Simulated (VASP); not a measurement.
# W4C in VASP: a series of runs, part 2 of 2

VASP 6.6.1.

## 5. Relaxation of the atoms, PBE

INCAR reads:

```
ALGO = Fast ; DIPOL = 0.5 0.5 0.350
EDIFF = 1E-6 ; EDIFFG = -0.025
ENCUT = 520 ; GGA = PE
IBRION = 2 ; IDIPOL = 3
ISIF = 2 ; ISMEAR = 0
LASPH = True ; LCHARG = False
LDIPOL = True ; LREAL = False
LWAVE = False ; NELM = 80
NSW = 36 ; PREC = Accurate
SIGMA = 0.1
```

KPOINTS reads:

```
k-points
0
Gamma
  9 7 1
```

POSCAR reads:

```
W4C
1.0
    2.8547213223      0.0000000000      0.0000000000
    0.0000000000      4.0371856107      0.0000000000
    0.0000000000      0.0000000000     19.4570327473
W C
4 1
Selective dynamics
Direct
    0.5000000000      0.5000000000      0.2055811928  F F F
    0.0000000000      0.0000000000      0.2789408195  F F F
    0.5000000000      0.5000000000      0.3513926690  F F F
    0.0000000000      0.0000000000      0.4089540708  F F F
    0.0000000000      0.1000000000      0.5053924619  F F T
```

Potentials or basis: VASP PAW PBE potentials, release 64 (W_sv, C).

Command:

```sh
cat potpaw_PBE.64/W_sv/POTCAR potpaw_PBE.64/C/POTCAR > POTCAR
mpirun -np 1 vasp_std > vasp.out
```

OUTCAR:

```text
EDIFF = 1E-6
   EDIFFG = -0.025
   ENCUT = 520
   GGA = PE
   IBRION = 2
   ISIF = 2
   ISMEAR = 0
   LASPH = True
   LREAL = False
   NELM = 80
   NSW = 36
   PREC = Accurate

 ion  position               nearest neighbor table
   1  0.500  0.500  0.206-   3 2.84   2 2.85   2 2.85   2 2.85   2 2.85
   2  0.000  0.000  0.279-   4 2.53   3 2.85   3 2.85   3 2.85   3 2.85   1 2.85   1 2.85   1 2.85
                             1 2.85
   3  0.500  0.500  0.351-   4 2.71   4 2.71   4 2.71   4 2.71   1 2.84   2 2.85   2 2.85   2 2.85
                             2 2.85
   4  0.000  0.000  0.409-   5 1.92   2 2.53   3 2.71   3 2.71   3 2.71   3 2.71
   5  0.000  0.100  0.505-   4 1.92

  LATTYP: Found a simple orthorhombic cell.
 ALAT       =     2.8547213223
 B/A-ratio  =     1.4142135623
 C/A-ratio  =     6.8157380531

  Lattice vectors:

 A1 = (   2.8547213223,   0.0000000000,   0.0000000000)
 A2 = (   0.0000000000,   4.0371856107,   0.0000000000)
 A3 = (   0.0000000000,   0.0000000000,  19.4570327473)

Analysis of symmetry for initial positions (statically):
=====================================================================
 Subroutine PRICEL returns:
 Original cell was already a primitive cell.

 Routine SETGRP: Setting up the symmetry group for a
 simple orthorhombic supercell.

 Subroutine GETGRP returns: Found  2 space group operations
 (whereof  2 operations were pure point group operations)
 out of a pool of  8 trial point group operations.

The static configuration has the point symmetry C_1h.

Analysis of symmetry for dynamics (positions and initial velocities):
=====================================================================
 Subroutine PRICEL returns:
 Original cell was already a primitive cell.

 Routine SETGRP: Setting up the symmetry group for a
 simple orthorhombic supercell.

 Subroutine GETGRP returns: Found  2 space group operations
 (whereof  2 operations were pure point group operations)
 out of a pool of  8 trial point group operations.

The dynamic configuration has the point symmetry C_1h.

Analysis of constrained symmetry for selective dynamics:
=====================================================================
 Subroutine PRICEL returns:
 Original cell was already a primitive cell.

 Routine SETGRP: Setting up the symmetry group for a
 simple orthorhombic supercell.

 Subroutine GETGRP returns: Found  2 space group operations
 (whereof  2 operations were pure point group operations)
 out of a pool of  8 trial point group operations.

The constrained configuration has the point symmetry C_1h.

 Subroutine INISYM returns: Found  2 space group operations
 (whereof  2 operations are pure point group operations),
 and found     1 'primitive' translations

----------------------------------------------------------------------------------------

                                     Primitive cell

  volume of cell :     224.2431

  direct lattice vectors                    reciprocal lattice vectors
     2.854721322  0.000000000  0.000000000     0.350296890  0.000000000  0.000000000
     0.000000000  4.037185611  0.000000000     0.000000000  0.247697306  0.000000000
     0.000000000  0.000000000 19.457032747     0.000000000  0.000000000  0.051395298

[... 73 lines left out ...]
   NGXF,Y,Z  is equivalent  to a cutoff of  27.95, 24.71, 25.63 a.u.
 SYSTEM =  unknown system
   PREC   = accura    normal or accurate (medium, high low for compatibility)
   ISTART =      0    job   : 0-new  1-cont  2-samecut
   ICHARG =      2    charge: 1-file 2-atom 10-const
   ISPIN  =      1    spin polarized calculation?
   LNONCOLLINEAR =      F non collinear calculations
   LSORBIT =      F    spin-orbit coupling
   LASPH  =      T    aspherical Exc in radial PAW
   ENCUT  =  520.0 eV  38.22 Ry    6.18 a.u.   5.31  7.51 36.18*2*pi/ulx,y,z
   NELM   =     80;   NELMIN=  2; NELMDL= -5     # of ELM steps
   EDIFF  = 0.1E-05   stopping-criterion for ELM
   LREAL  =      F    real-space projection
   EDIFFG = -.3E-01   stopping-criterion for IOM
   NSW    =     36    number of steps for IOM
   IBRION =      2    ionic relax: 0-MD 1-quasi-New 2-CG
   NFREE  =      1    steps in history (QN), initial steepest desc. (CG)
   ISIF   =      2    stress and relaxation
   ISYM   =      2    0-nonsym 1-usesym 2-fastsym
   POTIM  = 0.5000    time-step for ionic-motion
   TEBEG  =    0.0;   TEEND  =   0.0 temperature during run
   PSTRESS=    0.0 pullay stress
   NELECT =      60.0000    total number of electrons
   NUPDOWN=      -1.0000    fix difference up-down
   EMIN   =  10.00;   EMAX   =-10.00  energy-range for DOS
   EFERMI =   0.00;   METHOD = LEGACY
   ISMEAR =     0;   SIGMA  =   0.10  broadening in eV -4-tet -1-fermi 0-gaus
   EFERMI_NEDOS =   21; number of points for ismear=-14 and -15
   IALGO  =     68    algorithm
   IMIX   =      4    mixing-type and parameters
     AMIX     =   0.40;   BMIX     =  1.00
     AMIX_MAG =   1.60;   BMIX_MAG =  1.00
  volume/ion in A,a.u.               =      44.85       302.65
  Fermi-wavevector in a.u.,A,eV,Ry     =   1.054918  1.993507 15.141284  1.112853
  Thomas-Fermi vector in A             =   2.190097
   LORBIT       =      0    0 simple, 1 ext, 2 COOP (PROOUT), +10 PAW based schemes
   GGA     = PE    functional components
   LHFCALC =     F    Hartree Fock is set to
   AEXX    =    0.0000 exact exchange contribution
   IVDW    =     0    specifies the selected vdW correction
   LEPSILON=     F    determine dielectric tensor
   LRPA    =     F    only Hartree local field effects (RPA)
 conjugate gradient relaxation of ions
 non-spin polarized calculation
 RMM-DIIS sequential band-by-band and
 Gauss-broadening in eV      SIGMA  =   0.10
  energy-cutoff  :      520.00
  volume of cell :      224.24
 maximum number of plane-waves:      6071
 NGX is ok and might be reduce to    24
   NGX = 11   NGY = 15   NGZ = 73

 dipolmoment           0.000000      0.000000     -0.385335 electrons x Angstroem

--------------------------------------- Ionic step        1  -------------------------------------------

 number of electron      59.9999989 magnetization

 Free energy of the ion-electron system (eV)
  ---------------------------------------------------
  ext. energy  EPLUGINS =         0.00000000
  ---------------------------------------------------
  free energy    TOTEN  =       -50.93178298 eV

  energy without entropy =      -50.90641775  energy(sigma->0) =      -50.91910037

------------------------ aborting loop because EDIFF is reached ----------------------------------------

  FORCE on cell =-STRESS in cart. coord.  units (eV):
  Direction    XX          YY          ZZ          XY          YZ          ZX
  --------------------------------------------------------------------------------------
  -------------------------------------------------------------------------------------
  Total       -2.5916559     -0.8328369     -0.0656268      0.0000000      0.1629966      0.0000000
  in kB      -18.5169254     -5.9504734     -0.4688920      0.0000000      1.1645817      0.0000000
  external PRESSURE =      -8.3120969 kB  Pullay stress =       0.0000000 kB
[... 65 lines left out ...]
--------------------------------------- Ionic step        3  -------------------------------------------

 number of electron      59.9999989 magnetization

 dipolmoment           0.000000      0.000000      0.174230 electrons x Angstroem

 Free energy of the ion-electron system (eV)
  ---------------------------------------------------
  ext. energy  EPLUGINS =         0.00000000
  ---------------------------------------------------
  free energy    TOTEN  =       -50.93380941 eV

  energy without entropy =      -50.90869936  energy(sigma->0) =      -50.92125438

 E-fermi :  -0.3619     XC(G=0):  -5.5244

 val. band max:       -0.3810972627   @ k =   0.1111   0.4286   0.0000
 cond. band min:      -0.3564216639   @ k =   0.3333   0.1429   0.0000
 fundamental gap:      0.0246755988
 Fermi energy:        -0.3619410970

 k-point     1 :       0.0000    0.0000    0.0000
  band No.  band energies     occupation
      1     -74.3408      2.00000
      2     -74.1513      2.00000
      3     -73.9591      2.00000
      4     -73.5652      2.00000
      5     -38.8323      2.00000
      6     -38.7967      2.00000
[... 769 lines left out ...]
     35       1.5957      0.00000
     36       2.0149      0.00000

------------------------ aborting loop because EDIFF is reached ----------------------------------------

 vacuum level on the upper side and lower side of the slab       (xc-potential included)         1.169        -1.482

  FORCE on cell =-STRESS in cart. coord.  units (eV):
  Direction    XX          YY          ZZ          XY          YZ          ZX
  --------------------------------------------------------------------------------------
  -------------------------------------------------------------------------------------
  Total       -2.4836159     -0.7380360      0.4290018      0.0000000      0.2609817      0.0000000
  in kB      -17.7449985     -5.2731373      3.0651424      0.0000000      1.8646685      0.0000000
  external PRESSURE =      -6.6509978 kB  Pullay stress =       0.0000000 kB
[... 20 lines left out ...]
  FREE ENERGIE OF THE ION-ELECTRON SYSTEM (eV)
  ---------------------------------------------------
  free  energy   TOTEN  =       -50.9338094071 eV

  energy  without entropy=      -50.9086993604  energy(sigma->0) =      -50.92125438

 reached required accuracy - stopping structural energy minimisation

 vacuum level on the upper side and lower side of the slab         6.313         3.586
```

Run time: 8.8 min. Hardware: 1 thread of Oxide Virtual Turin-like, shared host; peak memory 0.37 GiB.

Results:

```yaml
Free_energy: -50.9338 eV
Energy_gained_by_relaxing: 0.4 meV/atom
Ionic_steps: 3
Band_gap_on_the_k_mesh: zero (bands 30 and 31 overlap by 0.51 eV)
```

Step by step:
| step | energy change (eV) | largest force on free atoms (eV/Å) | pressure (GPa) |
| --- | --- | --- | --- |
| 1 | 0.0000 | 0.2624 | -0.83 |
| 2 | -0.0020 | 0.0465 | -0.69 |
| 3 | -0.0020 | 0.0007 | -0.67 |

Final structure:
```yaml
crystal:
  lattice:
    - [2.85472, 0.00000, 0.00000]
    - [0.00000, 4.03719, 0.00000]
    - [0.00000, 0.00000, 19.45703]
  atoms:
    - { symbol: W, position: [0.50000, 0.50000, 0.20558] }
    - { symbol: W, position: [0.00000, 0.00000, 0.27894] }
    - { symbol: W, position: [0.50000, 0.50000, 0.35139] }
    - { symbol: W, position: [0.00000, 0.00000, 0.40895] }
    - { symbol: C, position: [0.00000, 0.10000, 0.50461] }
```

Levels at points of the mesh, in eV from the Fermi level:
| k point | band 27 | band 28 | band 29 | band 30 | band 31 | band 32 | band 33 | band 34 |
| --- | --- | --- | --- | --- | --- | --- | --- | --- |
| (0.00, 0.00, 0.00) | -0.92 | -0.70 | -0.43 | 0.11 | 0.26 | 0.50 | 0.93 | 1.15 |

Caveat: spin-orbit coupling is left out, which moves the levels of the heavy elements.

## 6. Summary

| task | cell | atoms held fixed (from 0) | atoms held along some axes (from 0) | gap on the mesh (eV) | largest force (eV/Å) |
| --- | --- | --- | --- | --- | --- |
| single point | as given, atomic positions A | - | - | none | 4.27 |
| single point | as given, atomic positions B | - | - | none | 3.35 |
| single point | as given, atomic positions C | - | - | none | 3.82 |
| relaxation of the atoms | atoms relaxed, atomic positions D | [0, 1, 2, 3] | atom 4 along a and b | none | - |

Alike in all rows: level PBE; potentials or basis VASP PAW PBE potentials, release 64 (W_sv, C); no spin polarisation; k mesh 9 × 7 × 1; cutoff (eV) 520; smearing gaussian 0.1 eV.

Caveats: spin-orbit coupling is left out, which moves the levels of the heavy elements.

Absolute energies hang on the potentials; compare differences alone.

The gap in the log of VASP goes by the Fermi energy; the results here count the filled bands.